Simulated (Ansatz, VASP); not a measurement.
# Two plane-wave programs on CdF2

```
Cd F
1.0
     0.00000    2.47310    2.67960
     2.47310    0.00000    2.67960
     2.47310    2.47310    0.00000
Cd F
1 2
Direct
  0.00000 0.00000 0.00000
  0.25000 0.25000 0.25000
  0.75000 0.75000 0.75000
```

Alike in both runs: task single point; functional PBEsol; k mesh 8 × 8 × 8; occupations gaussian, width 0.05 eV; no spin polarisation.

|  | VASP | Ansatz |
| --- | --- | --- |
| version | VASP 6.6.1 | Ansatz 0.2.0 |
| potentials or method | VASP PAW PBE potentials, release 64 (Cd, F), cutoff 520 eV | scalar-relativistic, plane waves, PAW |
| valence electrons in the cell | 26 | 34 |

Ansatz gave:

- gap on the k mesh at the Fermi level (eV): 3.43
- least direct gap on the mesh (eV): 3.55

Problem. Which values does VASP return?

Solution. gap on the k mesh at the Fermi level (eV): 3.39; least direct gap on the mesh (eV): 3.51.

VASP's potentials were made for PBE, not for PBEsol. VASP's potentials hold 26 valence electrons a cell and Ansatz's 34, so a difference there can come from the potentials and not from the codes.
